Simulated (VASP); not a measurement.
# Au (Fm-3m) in VASP: settings compared

The runs below take Au through single point, with B3LYP, r2SCAN50.

All numbers are computed with VASP 6.6.1; they aren't measurements. Logs are shortened: lines on timing, memory, paths and dates and some standing lists are left out, and cuts for length are marked.

## (1) The cell of the first run

Symmetry: Fm-3m, No. 225, cubic system. The conventional cell has a = 4.015 Å, b = 4.015 Å, c = 4.015 Å, α = 90.00°, β = 90.00°, γ = 90.00°. Within 3.7 Å of Au (site symmetry m-3m) lie 12 Au at 2.84 Å.

## (2) Single point, B3LYP

File POSCAR:

```
Au
1.0
    0.0000000000      2.0074966285      2.0074966285
    2.0074966285      0.0000000000      2.0074966285
    2.0074966285      2.0074966285      0.0000000000
Au
1
Direct
    0.0000000000      0.0000000000      0.0000000000
```

File INCAR.step1:

```
SYSTEM = Au
ALGO = Normal ; EDIFF = 1E-5
ENCUT = 520 ; GGA = PE
ISIF = 2 ; ISMEAR = -1
LASPH = .TRUE. ; LREAL = .FALSE.
LWAVE = .TRUE. ; NBANDS = 12
NELM = 100 ; PREC = Accurate
SIGMA = 0.05
```

File INCAR.step2:

```
SYSTEM = Au
AEXX = 0.2 ; AGGAC = 0.81
AGGAX = 0.72 ; ALDAC = 0.19
ALGO = Normal ; EDIFF = 1E-7
ENCUT = 520 ; GGA = B3
ISIF = 2 ; ISMEAR = -1
ISTART = 1 ; LASPH = .TRUE.
LCHARG = .TRUE. ; LELF = .TRUE.
LHFCALC = .TRUE. ; LREAL = .FALSE.
LVHAR = .TRUE. ; LWAVE = .FALSE.
NBANDS = 12 ; NELM = 100
PREC = Accurate ; PRECFOCK = Normal
SIGMA = 0.05
```

File KPOINTS:

```
k-points
0
G
  6 6 6
  0 0 0
```

Potentials or basis: VASP PAW PBE potentials, release 64 (Au).

Run with:

```console
$ cat potpaw_PBE.64/Au/POTCAR > POTCAR
$ cp INCAR.step1 INCAR
$ mpirun -np 1 vasp_std > vasp.out
$ cp INCAR.step2 INCAR
$ mpirun -np 1 vasp_std > vasp.out
```

OUTCAR:

```text
SYSTEM = Au
   AEXX = 0.2
   EDIFF = 1E-7
   ENCUT = 520
   GGA = B3
   ISIF = 2
   ISMEAR = -1
   ISTART = 1
   LASPH = .TRUE.
   LHFCALC = .TRUE.
   LREAL = .FALSE.
   NELM = 100
   PREC = Accurate
   PRECFOCK = Normal

 ion  position               nearest neighbor table
   1  0.000  0.000  0.000-

  LATTYP: Found a face centered cubic cell.
 ALAT       =     4.0149932570

  Lattice vectors:

 A1 = (   0.0000000000,   2.0074966285,   2.0074966285)
 A2 = (   2.0074966285,   0.0000000000,   2.0074966285)
 A3 = (   2.0074966285,   2.0074966285,   0.0000000000)

Analysis of symmetry for initial positions (statically):
=====================================================================
 Subroutine PRICEL returns:
 Original cell was already a primitive cell.

 Routine SETGRP: Setting up the symmetry group for a
 face centered cubic supercell.

 Subroutine GETGRP returns: Found 48 space group operations
 (whereof 48 operations were pure point group operations)
 out of a pool of 48 trial point group operations.

The static configuration has the point symmetry O_h .

Analysis of symmetry for dynamics (positions and initial velocities):
=====================================================================
 Subroutine PRICEL returns:
 Original cell was already a primitive cell.

 Routine SETGRP: Setting up the symmetry group for a
 face centered cubic supercell.

 Subroutine GETGRP returns: Found 48 space group operations
 (whereof 48 operations were pure point group operations)
 out of a pool of 48 trial point group operations.

The dynamic configuration has the point symmetry O_h .

 Subroutine INISYM returns: Found 48 space group operations
 (whereof 48 operations are pure point group operations),
 and found     1 'primitive' translations

----------------------------------------------------------------------------------------

                                     Primitive cell

  volume of cell :      16.1806

  direct lattice vectors                    reciprocal lattice vectors
     0.000000000  2.007496629  2.007496629    -0.249066421  0.249066421  0.249066421
     2.007496629  0.000000000  2.007496629     0.249066421 -0.249066421  0.249066421
     2.007496629  2.007496629  0.000000000     0.249066421  0.249066421 -0.249066421

  length of vectors
     2.839028958  2.839028958  2.839028958     0.431395695  0.431395695  0.431395695

  position of ions in fractional coordinates (direct lattice)
     0.000000000  0.000000000  0.000000000

  ion indices of the primitive-cell ions
   primitive index   ion index
                 1           1

----------------------------------------------------------------------------------------

 KPOINTS: k-points

Automatic generation of k-mesh.
 Grid dimensions read from file:
 generate k-points for:    6    6    6

 Generating k-lattice:

  Cartesian coordinates                     Fractional coordinates (reciprocal lattice)
    -0.041511070  0.041511070  0.041511070     0.166666667  0.000000000  0.000000000
     0.041511070 -0.041511070  0.041511070     0.000000000  0.166666667  0.000000000
     0.041511070  0.041511070 -0.041511070     0.000000000  0.000000000  0.166666667

  Length of vectors
     0.071899283  0.071899283  0.071899283

  Shift w.r.t. Gamma in fractional coordinates (k-lattice)
     0.000000000  0.000000000  0.000000000

 Subroutine IBZKPT returns following result:
 ===========================================

 Found     16 irreducible k-points:

 Following reciprocal coordinates:
            Coordinates               Weight
  0.000000  0.000000  0.000000      1.000000
  0.166667  0.000000  0.000000      8.000000
  0.333333  0.000000  0.000000      8.000000
  0.500000  0.000000  0.000000      4.000000
  0.166667  0.166667  0.000000      6.000000
  0.333333  0.166667  0.000000     24.000000
[... 8 lines left out ...]
 -0.333333  0.333333  0.166667     24.000000
 -0.333333  0.500000  0.166667     12.000000
   k-points           NKPTS =     16   k-points in BZ     NKDIM =    216   number of bands    NBANDS=     12
   number of dos      NEDOS =    301   number of ions     NIONS =      1
   total plane-waves  NPLWV =  13824
   dimension x,y,z NGX =    24 NGY =   24 NGZ =   24
   dimension x,y,z NGXF=    48 NGYF=   48 NGZF=   48
   ions per type =               1
   NGX,Y,Z   is equivalent  to a cutoff of  14.05, 14.05, 14.05 a.u.
   NGXF,Y,Z  is equivalent  to a cutoff of  28.11, 28.11, 28.11 a.u.
 SYSTEM =  Au
   PREC   = accura    normal or accurate (medium, high low for compatibility)
   ISTART =      1    job   : 0-new  1-cont  2-samecut
   ICHARG =      0    charge: 1-file 2-atom 10-const
   ISPIN  =      1    spin polarized calculation?
   LNONCOLLINEAR =      F non collinear calculations
   LSORBIT =      F    spin-orbit coupling
   LASPH  =      T    aspherical Exc in radial PAW
   ENCUT  =  520.0 eV  38.22 Ry    6.18 a.u.   5.28  5.28  5.28*2*pi/ulx,y,z
   NELM   =    100;   NELMIN=  2; NELMDL=  0     # of ELM steps
   EDIFF  = 0.1E-06   stopping-criterion for ELM
   LREAL  =      F    real-space projection
   EDIFFG = 0.1E-05   stopping-criterion for IOM
   NSW    =      0    number of steps for IOM
   IBRION =     -1    ionic relax: 0-MD 1-quasi-New 2-CG
   NFREE  =      0    steps in history (QN), initial steepest desc. (CG)
   ISIF   =      2    stress and relaxation
   ISYM   =      3    0-nonsym 1-usesym 2-fastsym
   POTIM  = 0.5000    time-step for ionic-motion
   TEBEG  =    0.0;   TEEND  =   0.0 temperature during run
   PSTRESS=    0.0 pullay stress
   NELECT =      11.0000    total number of electrons
   NUPDOWN=      -1.0000    fix difference up-down
   EMIN   =  10.00;   EMAX   =-10.00  energy-range for DOS
   EFERMI =   0.00;   METHOD = LEGACY
   ISMEAR =    -1;   SIGMA  =   0.05  broadening in eV -4-tet -1-fermi 0-gaus
   EFERMI_NEDOS =   21; number of points for ismear=-14 and -15
   IALGO  =     38    algorithm
   IMIX   =      1    mixing-type and parameters
     AMIX     =   0.40;   BMIX     =  1.00
     AMIX_MAG =   1.60;   BMIX_MAG =  1.00
  volume/ion in A,a.u.               =      16.18       109.19
  Fermi-wavevector in a.u.,A,eV,Ry     =   1.439486  2.720235 28.192920  2.072121
  Thomas-Fermi vector in A             =   2.558337
   LORBIT       =      0    0 simple, 1 ext, 2 COOP (PROOUT), +10 PAW based schemes
   GGA     = B3    functional components
   LHFCALC =     T    Hartree Fock is set to
   PRECFOCK=normal    Normal, Fast or Accurate (Low or Medium for compatibility)
   ENCUT4O =  -1.0   cutoff for four orbital integrals eV
   NKREDX  =     1    reduce k-point grid by
   NKREDY  =     1    reduce k-point grid by
   NKREDZ  =     1    reduce k-point grid by
   AEXX    =    0.2000 exact exchange contribution
   HFSCREEN=    0.0000 screening length (either q_TF or 0.3 A-1)
   HFSCREENC=   0.0000 screening length for correlation (either q_TF or 0.3 A-1)
   ENCUTFOCK=  -1.0 apply spherical cutoff to Coloumb kernel
   IVDW    =     0    specifies the selected vdW correction
   LEPSILON=     F    determine dielectric tensor
   LRPA    =     F    only Hartree local field effects (RPA)
 non-spin polarized calculation
  energy-cutoff  :      520.00
  volume of cell :       16.18
 maximum number of plane-waves:       444
 NGX is ok and might be reduce to    24
  NGX = 16; NGY = 16; NGZ = 16

 number of electron      11.0000000 magnetization

 Free energy of the ion-electron system (eV)
  ---------------------------------------------------
  ext. energy  EPLUGINS =         0.00000000
  ---------------------------------------------------
  free energy    TOTEN  =        -2.58344457 eV

  energy without entropy =       -2.57609014  energy(sigma->0) =       -2.57976736

 E-fermi :  10.3140     XC(G=0): -10.3225

 val. band max:       10.2884827034   @ k =   0.5000   0.3333   0.1667
 cond. band min:      11.5099886704   @ k =   0.5000   0.1667   0.0000
 fundamental gap:      1.2215059669
 Fermi energy:        10.3140305740

 k-point     1 :       0.0000    0.0000    0.0000
  band No.  band energies     occupation
      1      -0.9919      2.00000
      2       4.2613      2.00000
      3       4.2613      2.00000
      4       4.2613      2.00000
      5       5.9779      2.00000
      6       5.9779      2.00000
      7      26.3632      0.00000
      8      30.6755      0.00000
      9      30.6755      0.00000
     10      30.6755      0.00000
     11      36.0762      0.00000
     12      41.3483      0.00000

 k-point     2 :       0.1667    0.0000    0.0000
  band No.  band energies     occupation
      1       0.0506      2.00000
      2       4.0435      2.00000
      3       4.5457      2.00000
      4       4.5457      2.00000
      5       5.9284      2.00000
      6       5.9284      2.00000
      7      26.4181      0.00000
      8      27.5867      0.00000
      9      31.8986      0.00000
     10      31.8986      0.00000
     11      35.0739      0.00000
     12      37.4566      0.00000

 k-point     3 :       0.3333    0.0000    0.0000
  band No.  band energies     occupation
      1       1.4485      2.00000
      2       4.4253      2.00000
      3       4.4253      2.00000
      4       5.5379      2.00000
      5       6.7521      2.00000
      6       6.7521      2.00000
      7      19.8582      0.00000
      8      26.7943      0.00000
      9      31.3789      0.00000
     10      31.3789      0.00000
     11      35.8273      0.00000
     12      36.1251      0.00000
[... 166 lines left out ...]
 k-point    15 :      -0.3333    0.3333    0.1667
  band No.  band energies     occupation
      1       3.1638      2.00000
      2       3.1744      2.00000
      3       4.2956      2.00000
      4       5.7367      2.00000
      5       7.3879      2.00000
      6      14.9199      0.00000
      7      15.5138      0.00000
      8      21.8884      0.00000
      9      23.8314      0.00000
     10      31.6379      0.00000
     11      35.8527      0.00000
     12      40.7841      0.00000

 k-point    16 :      -0.3333    0.5000    0.1667
  band No.  band energies     occupation
      1       2.4451      2.00000
      2       2.7747      2.00000
      3       5.2180      2.00000
      4       6.3492      2.00000
      5       7.8961      2.00000
      6      15.5998      0.00000
      7      16.8323      0.00000
      8      20.0056      0.00000
      9      21.5315      0.00000
     10      33.6695      0.00000
     11      34.4012      0.00000
     12      37.3721      0.00000

------------------------ aborting loop because EDIFF is reached ----------------------------------------

  FORCE on cell =-STRESS in cart. coord.  units (eV):
  Direction    XX          YY          ZZ          XY          YZ          ZX
  --------------------------------------------------------------------------------------
  -------------------------------------------------------------------------------------
  Total        3.0222282      3.0222282      3.0222282     -0.0000000     -0.0000000      0.0000000
  in kB      299.2563408    299.2563408    299.2563408     -0.0000000     -0.0000000      0.0000000
  external PRESSURE =     299.2563408 kB  Pullay stress =       0.0000000 kB

 VOLUME and BASIS-vectors are now :
 -----------------------------------------------------------------------------
  energy-cutoff  :      520.00
  volume of cell :       16.18
      direct lattice vectors                 reciprocal lattice vectors
     0.000000000  2.007496629  2.007496629    -0.249066421  0.249066421  0.249066421
     2.007496629  0.000000000  2.007496629     0.249066421 -0.249066421  0.249066421
     2.007496629  2.007496629  0.000000000     0.249066421  0.249066421 -0.249066421

 POSITION                                       TOTAL-FORCE (eV/Angst)
 -----------------------------------------------------------------------------------
      0.00000      0.00000      0.00000         0.000000      0.000000     -0.000000
 -----------------------------------------------------------------------------------
    total drift:                               -0.000000     -0.000000     -0.000000

  FREE ENERGIE OF THE ION-ELECTRON SYSTEM (eV)
  ---------------------------------------------------
  free  energy   TOTEN  =        -2.5834445743 eV

  energy  without entropy=       -2.5760901397  energy(sigma->0) =       -2.57976736
```

It took 5.3 min on 1 thread of AMD EPYC 9R45 (Zen 5), shared host; peak memory 0.13 GiB.

What came out:

```
Free energy            : -2.5834 eV
Pressure               : 29.9 GPa
Band gap on the k mesh : zero (an odd number of electrons rules out a gap without spin polarisation)
```

Caveat: the k points lie up to 0.45 Å⁻¹ apart, too coarse for converged energies and pressures of a metal; the PAW data sets were made with another functional, which shifts forces and pressure a little; spin-orbit coupling is left out, which moves the levels of the heavy elements.

## (3) Single point, B3LYP

This run uses another cell than the first one, of 16.52 Å³/atom.

File POSCAR:

```
Au
1.0
    0.0000000000      2.0213418704      2.0213418704
    2.0213418704      0.0000000000      2.0213418704
    2.0213418704      2.0213418704      0.0000000000
Au
1
Direct
    0.0000000000      0.0000000000      0.0000000000
```

File INCAR.step1:

```
SYSTEM = Au
  ALGO = Normal
  EDIFF = 1E-5
  ENCUT = 520
  GGA = PE
  ISIF = 2
  ISMEAR = -1
  LASPH = .TRUE.
  LCHARG = .FALSE.
  LREAL = .FALSE.
  LWAVE = .TRUE.
  NBANDS = 12
  NELM = 100
  PREC = Accurate
  SIGMA = 0.05
```

File INCAR.step2:

```
SYSTEM = Au
  AEXX = 0.2
  AGGAC = 0.81
  AGGAX = 0.72
  ALDAC = 0.19
  ALGO = Normal
  EDIFF = 1E-7
  ENCUT = 520
  GGA = B3
  ISIF = 2
  ISMEAR = -1
  ISTART = 1
  LASPH = .TRUE.
  LCHARG = .FALSE.
  LHFCALC = .TRUE.
  LREAL = .FALSE.
  LWAVE = .FALSE.
  NBANDS = 12
  NELM = 100
  PREC = Accurate
  PRECFOCK = Normal
  SIGMA = 0.05
```

KPOINTS is that of step 2.

Potentials or basis: VASP PAW PBE potentials, release 64 (Au).

Run with:

```console
$ cat potpaw_PBE.64/Au/POTCAR > POTCAR
$ cp INCAR.step1 INCAR
$ mpirun -np 1 vasp_std > vasp.out
$ cp INCAR.step2 INCAR
$ mpirun -np 1 vasp_std > vasp.out
```

It took 5.7 min on 1 thread of AMD EPYC 9R45 (Zen 5), shared host; peak memory 0.12 GiB.

It converged, with:

```yaml
Free_energy: -2.6409 eV
Pressure: 24.6 GPa
Band_gap_on_the_k_mesh: zero (an odd number of electrons rules out a gap without spin polarisation)
```

Levels at points of the mesh, in eV from the Fermi level:
| k point | band 2 | band 3 | band 4 | band 5 | band 6 | band 7 | band 8 | band 9 | band 10 | band 11 |
| --- | --- | --- | --- | --- | --- | --- | --- | --- | --- | --- |
| (0.00, 0.00, 0.00) | -5.91 | -5.91 | -5.91 | -4.25 | -4.25 | 16.10 | 20.29 | 20.29 | 20.29 | 25.62 |
| (0.50, 0.00, 0.00) | -5.96 | -5.96 | -2.81 | -2.81 | -1.00 | 4.23 | 15.54 | 18.97 | 18.97 | 27.31 |
| (0.50, 0.50, 0.00) | -8.16 | -2.92 | -2.39 | -2.39 | 1.76 | 7.33 | 11.48 | 11.48 | 19.40 | 22.15 |

Caveat: the k points lie up to 0.45 Å⁻¹ apart, too coarse for converged energies and pressures of a metal; the PAW data sets were made with another functional, which shifts forces and pressure a little; spin-orbit coupling is left out, which moves the levels of the heavy elements.

## (4) Single point, B3LYP

This run uses another cell than the first one, of 16.85 Å³/atom.

File POSCAR:

```
Au
1.0
    0.0000000000      2.0350000000      2.0350000000
    2.0350000000      0.0000000000      2.0350000000
    2.0350000000      2.0350000000      0.0000000000
Au
1
Direct
    0.0000000000      0.0000000000      0.0000000000
```

File INCAR.step1:

```
SYSTEM = Au
PREC     = Accurate       ! precision mode
ENCUT    = 520            ! plane-wave cutoff, eV
EDIFF    = 1E-5           ! SCF threshold, eV
ISMEAR   = -1             ! smearing method
SIGMA    = 0.05           ! smearing width, eV
LREAL    = .False.        ! projectors in reciprocal space
LASPH    = .True.         ! aspherical terms in the spheres
NELM     = 80             ! most SCF steps
ALGO     = Normal         ! electronic algorithm
ISIF     = 2              ! what is computed and relaxed
LWAVE    = .True.         ! write WAVECAR
NBANDS   = 12             ! bands
GGA      = PE             ! functional
```

File INCAR.step2:

```
SYSTEM = Au
PREC     = Accurate       ! precision mode
ENCUT    = 520            ! plane-wave cutoff, eV
EDIFF    = 1E-7           ! SCF threshold, eV
ISMEAR   = -1             ! smearing method
SIGMA    = 0.05           ! smearing width, eV
LREAL    = .False.        ! projectors in reciprocal space
LASPH    = .True.         ! aspherical terms in the spheres
NELM     = 80             ! most SCF steps
ALGO     = Normal         ! electronic algorithm
ISIF     = 2              ! what is computed and relaxed
LWAVE    = .False.        ! write WAVECAR
LCHARG   = .True.         ! write CHGCAR
GGA      = B3             ! functional
LHFCALC  = .True.         ! exact exchange
AEXX     = 0.2            ! exact-exchange fraction
AGGAX    = 0.72         
AGGAC    = 0.81         
ALDAC    = 0.19         
PRECFOCK = Normal       
LELF     = .True.         ! ELF
LVHAR    = .True.       
NBANDS   = 12             ! bands
ISTART   = 1
```

File KPOINTS:

```
Automatic mesh
0
Gamma
  6 6 6
  0 0 0
```

Run with:

```console
$ cat potpaw_PBE.64/Au/POTCAR > POTCAR
$ cp INCAR.step1 INCAR
$ mpirun -np 1 vasp_std > vasp.out
$ cp INCAR.step2 INCAR
$ mpirun -np 1 vasp_std > vasp.out
```

It took 8.2 min on 1 thread of AMD EPYC 9R45 (Zen 5), shared host; peak memory 0.13 GiB.

Results (log left out):

| Item | Value |
| --- | --- |
| Free energy | -2.6878 eV |
| Pressure | 19.8 GPa |
| Band gap on the k mesh | zero (an odd number of electrons rules out a gap without spin polarisation) |

Levels at points of the mesh, in eV from the Fermi level:
| k point | band 3 | band 4 | band 5 | band 6 | band 7 | band 8 | band 9 | band 10 |
| --- | --- | --- | --- | --- | --- | --- | --- | --- |
| (0.00, 0.00, 0.00) | -5.77 | -5.77 | -4.18 | -4.18 | 16.15 | 20.21 | 20.21 | 20.21 |
| (0.50, 0.00, 0.00) | -5.82 | -2.78 | -2.78 | -0.88 | 4.12 | 15.58 | 18.83 | 18.83 |
| (0.50, 0.50, 0.00) | -2.89 | -2.38 | -2.38 | 1.84 | 7.17 | 11.43 | 11.43 | 19.18 |

Caveat: the k points lie up to 0.45 Å⁻¹ apart, too coarse for converged energies and pressures of a metal; the PAW data sets were made with another functional, which shifts forces and pressure a little; spin-orbit coupling is left out, which moves the levels of the heavy elements.

(Part 1 of 2 ends here.)

The gap in the log of VASP goes by the Fermi energy; the results here count the filled bands.